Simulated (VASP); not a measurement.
# Al (Fm-3m) in VASP: single point with PBE

Aim: the single point of Al with PBE.

All numbers are computed with VASP 6.6.1; they aren't measurements. Logs are shortened: lines on timing, memory, paths and dates and some standing lists are left out, and cuts for length are marked.

### Step 1. The cell of the first run

Symmetry: Fm-3m, No. 225, cubic system. The conventional cell has a = 4.041 Å, b = 4.041 Å, c = 4.041 Å, α = 90.00°, β = 90.00°, γ = 90.00°. Within 3.8 Å of Al (site symmetry m-3m) lie 12 Al at 2.86 Å.

### Step 2. Single point, PBE

INCAR reads:

```
SYSTEM = Al
PREC = Accurate
ENCUT = 500
EDIFF = 1E-6
ISMEAR = 0
SIGMA = 0.1
LREAL = .False.
LASPH = .True.
NELM = 120
ALGO = Normal
ISIF = 2
LWAVE = .False.
LCHARG = .False.
GGA = PE
NBANDS = 8
GGA_COMPAT = .False.
```

KPOINTS reads:

```
Automatic mesh
0
Gamma
  18 18 18
  0 0 0
```

POSCAR reads:

```
Al
1.0
    0.0000000000      2.0204029339      2.0204029339
    2.0204029339      0.0000000000      2.0204029339
    2.0204029339      2.0204029339      0.0000000000
Al
1
Direct
    0.0000000000      0.0000000000      0.0000000000
```

Potentials or basis: VASP PAW PBE potentials, release 64 (Al).

Command:

```console
$ cat potpaw_PBE.64/Al/POTCAR > POTCAR
$ mpirun -np 1 vasp_std > vasp.out
```

OUTCAR:

```text
SYSTEM = Al
   PREC = Accurate
   ENCUT = 500
   EDIFF = 1E-6
   ISMEAR = 0
   LREAL = .False.
   LASPH = .True.
   NELM = 120
   ISIF = 2
   GGA = PE

 ion  position               nearest neighbor table
   1  0.000  0.000  0.000-

  LATTYP: Found a face centered cubic cell.
 ALAT       =     4.0408058678

  Lattice vectors:

 A1 = (   0.0000000000,   2.0204029339,   2.0204029339)
 A2 = (   2.0204029339,   0.0000000000,   2.0204029339)
 A3 = (   2.0204029339,   2.0204029339,   0.0000000000)

Analysis of symmetry for initial positions (statically):
=====================================================================
 Subroutine PRICEL returns:
 Original cell was already a primitive cell.

 Routine SETGRP: Setting up the symmetry group for a
 face centered cubic supercell.

 Subroutine GETGRP returns: Found 48 space group operations
 (whereof 48 operations were pure point group operations)
 out of a pool of 48 trial point group operations.

The static configuration has the point symmetry O_h .

Analysis of symmetry for dynamics (positions and initial velocities):
=====================================================================
 Subroutine PRICEL returns:
 Original cell was already a primitive cell.

 Routine SETGRP: Setting up the symmetry group for a
 face centered cubic supercell.

 Subroutine GETGRP returns: Found 48 space group operations
 (whereof 48 operations were pure point group operations)
 out of a pool of 48 trial point group operations.

The dynamic configuration has the point symmetry O_h .

 Subroutine INISYM returns: Found 48 space group operations
 (whereof 48 operations are pure point group operations),
 and found     1 'primitive' translations

----------------------------------------------------------------------------------------

                                     Primitive cell

  volume of cell :      16.4947

  direct lattice vectors                    reciprocal lattice vectors
     0.000000000  2.020402934  2.020402934    -0.247475388  0.247475388  0.247475388
     2.020402934  0.000000000  2.020402934     0.247475388 -0.247475388  0.247475388
     2.020402934  2.020402934  0.000000000     0.247475388  0.247475388 -0.247475388

  length of vectors
     2.857281231  2.857281231  2.857281231     0.428639946  0.428639946  0.428639946

  position of ions in fractional coordinates (direct lattice)
     0.000000000  0.000000000  0.000000000

  ion indices of the primitive-cell ions
   primitive index   ion index
                 1           1

----------------------------------------------------------------------------------------

 KPOINTS: Automatic mesh

Automatic generation of k-mesh.
 Grid dimensions read from file:
 generate k-points for:   18   18   18

 Generating k-lattice:

  Cartesian coordinates                     Fractional coordinates (reciprocal lattice)
    -0.013748633  0.013748633  0.013748633     0.055555556  0.000000000  0.000000000
     0.013748633 -0.013748633  0.013748633     0.000000000  0.055555556  0.000000000
     0.013748633  0.013748633 -0.013748633     0.000000000  0.000000000  0.055555556

  Length of vectors
     0.023813330  0.023813330  0.023813330

  Shift w.r.t. Gamma in fractional coordinates (k-lattice)
     0.000000000  0.000000000  0.000000000

 Subroutine IBZKPT returns following result:
 ===========================================

 Found    195 irreducible k-points:

 Following reciprocal coordinates:
            Coordinates               Weight
  0.000000  0.000000  0.000000      1.000000
  0.055556  0.000000  0.000000      8.000000
  0.111111  0.000000  0.000000      8.000000
  0.166667  0.000000  0.000000      8.000000
  0.222222  0.000000  0.000000      8.000000
  0.277778  0.000000  0.000000      8.000000
[... 16 lines left out ...]
 -0.277778  0.055556  0.000000     24.000000
 -0.222222  0.055556  0.000000     24.000000
 [... further k-points ...]
   k-points           NKPTS =    195   k-points in BZ     NKDIM =    195   number of bands    NBANDS=      8
   number of dos      NEDOS =    301   number of ions     NIONS =      1
   total plane-waves  NPLWV =  13824
   dimension x,y,z NGX =    24 NGY =   24 NGZ =   24
   dimension x,y,z NGXF=    48 NGYF=   48 NGZF=   48
   ions per type =               1
   NGX,Y,Z   is equivalent  to a cutoff of  13.96, 13.96, 13.96 a.u.
   NGXF,Y,Z  is equivalent  to a cutoff of  27.93, 27.93, 27.93 a.u.
 SYSTEM =  Al
   PREC   = accura    normal or accurate (medium, high low for compatibility)
   ISTART =      0    job   : 0-new  1-cont  2-samecut
   ICHARG =      2    charge: 1-file 2-atom 10-const
   ISPIN  =      1    spin polarized calculation?
   LNONCOLLINEAR =      F non collinear calculations
   LSORBIT =      F    spin-orbit coupling
   LASPH  =      T    aspherical Exc in radial PAW
   ENCUT  =  500.0 eV  36.75 Ry    6.06 a.u.   5.21  5.21  5.21*2*pi/ulx,y,z
   NELM   =    120;   NELMIN=  2; NELMDL= -5     # of ELM steps
   EDIFF  = 0.1E-05   stopping-criterion for ELM
   LREAL  =      F    real-space projection
   EDIFFG = 0.1E-04   stopping-criterion for IOM
   NSW    =      0    number of steps for IOM
   IBRION =     -1    ionic relax: 0-MD 1-quasi-New 2-CG
   NFREE  =      0    steps in history (QN), initial steepest desc. (CG)
   ISIF   =      2    stress and relaxation
   ISYM   =      2    0-nonsym 1-usesym 2-fastsym
   POTIM  = 0.5000    time-step for ionic-motion
   TEBEG  =    0.0;   TEEND  =   0.0 temperature during run
   PSTRESS=    0.0 pullay stress
   NELECT =       3.0000    total number of electrons
   NUPDOWN=      -1.0000    fix difference up-down
   EMIN   =  10.00;   EMAX   =-10.00  energy-range for DOS
   EFERMI =   0.00;   METHOD = LEGACY
   ISMEAR =     0;   SIGMA  =   0.10  broadening in eV -4-tet -1-fermi 0-gaus
   EFERMI_NEDOS =   21; number of points for ismear=-14 and -15
   IALGO  =     38    algorithm
   IMIX   =      4    mixing-type and parameters
     AMIX     =   0.40;   BMIX     =  1.00
     AMIX_MAG =   1.60;   BMIX_MAG =  1.00
  volume/ion in A,a.u.               =      16.49       111.31
  Fermi-wavevector in a.u.,A,eV,Ry     =   0.927543  1.752802 11.705575  0.860336
  Thomas-Fermi vector in A             =   2.053624
   LORBIT       =      0    0 simple, 1 ext, 2 COOP (PROOUT), +10 PAW based schemes
   GGA     = PE    functional components
   LHFCALC =     F    Hartree Fock is set to
   AEXX    =    0.0000 exact exchange contribution
   IVDW    =     0    specifies the selected vdW correction
   LEPSILON=     F    determine dielectric tensor
   LRPA    =     F    only Hartree local field effects (RPA)
 non-spin polarized calculation
 Gauss-broadening in eV      SIGMA  =   0.10
  energy-cutoff  :      500.00
  volume of cell :       16.49
 maximum number of plane-waves:       444
 NGX is ok and might be reduce to    24
   NGX = 11   NGY = 11   NGZ = 11

 number of electron       3.0000000 magnetization

 Free energy of the ion-electron system (eV)
  ---------------------------------------------------
  ext. energy  EPLUGINS =         0.00000000
  ---------------------------------------------------
  free energy    TOTEN  =        -3.74452416 eV

  energy without entropy =       -3.74159757  energy(sigma->0) =       -3.74306087

 E-fermi :   7.9948     XC(G=0): -10.1977

 val. band max:        7.9882798637   @ k =  -0.2778   0.2778   0.0556
 cond. band min:       7.9954104943   @ k =  -0.2778   0.5000   0.2222
 fundamental gap:      0.0071306306
 Fermi energy:         7.9948145011

 k-point     1 :       0.0000    0.0000    0.0000
  band No.  band energies     occupation
      1      -3.1330      2.00000
      2      20.6247      0.00000
      3      20.6247      0.00000
      4      20.6247      0.00000
      5      22.1190      0.00000
      6      22.1190      0.00000
      7      22.1190      0.00000
      8      24.4718      0.00000

 k-point     2 :       0.0556    0.0000    0.0000
  band No.  band energies     occupation
      1      -3.0491      2.00000
      2      19.1071      0.00000
      3      20.3129      0.00000
      4      20.3129      0.00000
      5      22.5616      0.00000
      6      22.5616      0.00000
      7      22.6936      0.00000
      8      25.3552      0.00000

 k-point     3 :       0.1111    0.0000    0.0000
  band No.  band energies     occupation
      1      -2.7976      2.00000
      2      16.8841      0.00000
      3      19.8014      0.00000
      4      19.8014      0.00000
      5      22.7565      0.00000
      6      23.4349      0.00000
      7      23.4349      0.00000
      8      25.9242      0.00000

 k-point     4 :       0.1667    0.0000    0.0000
  band No.  band energies     occupation
      1      -2.3795      2.00000
      2      14.6467      0.00000
      3      19.3558      0.00000
      4      19.3558      0.00000
      5      22.5941      0.00000
      6      24.0387      0.00000
      7      24.0387      0.00000
      8      25.2795      0.00000

 k-point     5 :       0.2222    0.0000    0.0000
  band No.  band energies     occupation
      1      -1.7961      2.00000
      2      12.4853      0.00000
      3      19.0285      0.00000
      4      19.0285      0.00000
      5      22.4235      0.00000
      6      23.2663      0.00000
      7      23.2663      0.00000
      8      26.2176      0.00000

 k-point     6 :       0.2778    0.0000    0.0000
  band No.  band energies     occupation
      1      -1.0496      2.00000
      2      10.4310      0.00000
      3      18.8333      0.00000
      4      18.8333      0.00000
      5      22.2738      0.00000
      6      22.2738      0.00000
      7      22.3246      0.00000
      8      26.2747      0.00000

 k-point     7 :       0.3333    0.0000    0.0000
  band No.  band energies     occupation
      1      -0.1423      2.00000
      2       8.4993      0.00000
      3      18.7751      0.00000
      4      18.7751      0.00000
      5      21.3691      0.00000
      6      21.3691      0.00000
      7      22.3373      0.00000
      8      25.3409      0.00000

 k-point     8 :       0.3889    0.0000    0.0000
  band No.  band energies     occupation
      1       0.9225      2.00000
      2       6.6996      2.00000
      3      18.8562      0.00000
      4      18.8562      0.00000
      5      20.5895      0.00000
      6      20.5895      0.00000
      7      22.4826      0.00000
      8      24.5067      0.00000

 k-point     9 :       0.4444    0.0000    0.0000
  band No.  band energies     occupation
      1       2.1409      2.00000
      2       5.0394      2.00000
      3      19.0777      0.00000
      4      19.0777      0.00000
      5      19.9462      0.00000
      6      19.9462      0.00000
      7      22.7691      0.00000
      8      23.7955      0.00000

 k-point    10 :       0.5000    0.0000    0.0000
  band No.  band energies     occupation
      1       3.4093      2.00000
      2       3.6235      2.00000
      3      19.4170      0.00000
      4      19.4170      0.00000
      5      19.4659      0.00000
      6      19.4659      0.00000
      7      23.1326      0.00000
      8      23.2888      0.00000
[... 78 lines left out ...]
 k-point    18 :       0.4444    0.0556    0.0000
  band No.  band energies     occupation
      1       1.7900      2.00000
      2       5.6465      2.00000
      3      17.8954      0.00000
      4      18.4892      0.00000
      5      19.3066      0.00000
      6      21.3638      0.00000
      7      23.6055      0.00000
      8      24.6140      0.00000

 k-point    19 :       0.5000    0.0556    0.0000
  band No.  band energies     occupation
      1       3.1017      2.00000
      2       4.0895      2.00000
      3      17.9283      0.00000
      4      18.2108      0.00000
      5      19.6361      0.00000
      6      20.8166      0.00000
      7      23.9225      0.00000
      8      24.0597      0.00000

 k-point    20 :      -0.4444    0.0556    0.0000
  band No.  band energies     occupation
      1       2.6508      2.00000
      2       4.5894      2.00000
      3      17.5109      0.00000
      4      18.6680      0.00000
      5      20.1091      0.00000
      6      20.4086      0.00000
      7      23.5216      0.00000
      8      24.4967      0.00000

 k-point    21 :      -0.3889    0.0556    0.0000
  band No.  band energies     occupation
      1       1.3841      2.00000
      2       6.1993      2.00000
      3      17.2383      0.00000
      4      19.2647      0.00000
      5      20.1430      0.00000
      6      20.7225      0.00000
      7      23.1915      0.00000
      8      25.1350      0.00000

 k-point    22 :      -0.3333    0.0556    0.0000
  band No.  band energies     occupation
      1       0.2681      2.00000
      2       7.9512      1.46237
      3      17.1109      0.00000
      4      19.9209      0.00000
      5      20.0970      0.00000
      6      21.4705      0.00000
      7      23.0015      0.00000
      8      25.8848      0.00000

 k-point    23 :      -0.2778    0.0556    0.0000
  band No.  band energies     occupation
      1      -0.6915      2.00000
      2       9.8365      0.00000
      3      17.1284      0.00000
      4      20.0000      0.00000
      5      20.8998      0.00000
      6      22.3350      0.00000
      7      22.9539      0.00000
      8      26.6755      0.00000

 k-point    24 :      -0.2222    0.0556    0.0000
  band No.  band energies     occupation
      1      -1.4915      2.00000
      2      11.8452      0.00000
      3      17.2904      0.00000
      4      20.1425      0.00000
      5      21.8884      0.00000
      6      22.9393      0.00000
      7      23.3867      0.00000
      8      25.5893      0.00000

 [... further k-points ...]
[... 5 lines left out ...]
  --------------------------------------------------------------------------------------
  -------------------------------------------------------------------------------------
  Total       -0.0008624     -0.0008624     -0.0008624      0.0000000      0.0000000      0.0000000
  in kB       -0.0837683     -0.0837683     -0.0837683      0.0000000      0.0000000      0.0000000
  external PRESSURE =      -0.0837683 kB  Pullay stress =       0.0000000 kB

 VOLUME and BASIS-vectors are now :
 -----------------------------------------------------------------------------
  energy-cutoff  :      500.00
  volume of cell :       16.49
      direct lattice vectors                 reciprocal lattice vectors
     0.000000000  2.020402934  2.020402934    -0.247475388  0.247475388  0.247475388
     2.020402934  0.000000000  2.020402934     0.247475388 -0.247475388  0.247475388
     2.020402934  2.020402934  0.000000000     0.247475388  0.247475388 -0.247475388

 POSITION                                       TOTAL-FORCE (eV/Angst)
 -----------------------------------------------------------------------------------
      0.00000      0.00000      0.00000        -0.000000      0.000000      0.000000
 -----------------------------------------------------------------------------------
    total drift:                               -0.000000      0.000000     -0.000000

  FREE ENERGIE OF THE ION-ELECTRON SYSTEM (eV)
  ---------------------------------------------------
  free  energy   TOTEN  =        -3.7445241644 eV

  energy  without entropy=       -3.7415975657  energy(sigma->0) =       -3.74306087
```

Run time: 19 s. Hardware: 1 thread of Intel Xeon 8259CL, shared host; peak memory 0.14 GiB.

What came out:

- Free energy: -3.7445 eV
- Pressure: 0.0 GPa
- Band gap on the k mesh: zero (an odd number of electrons rules out a gap without spin polarisation)
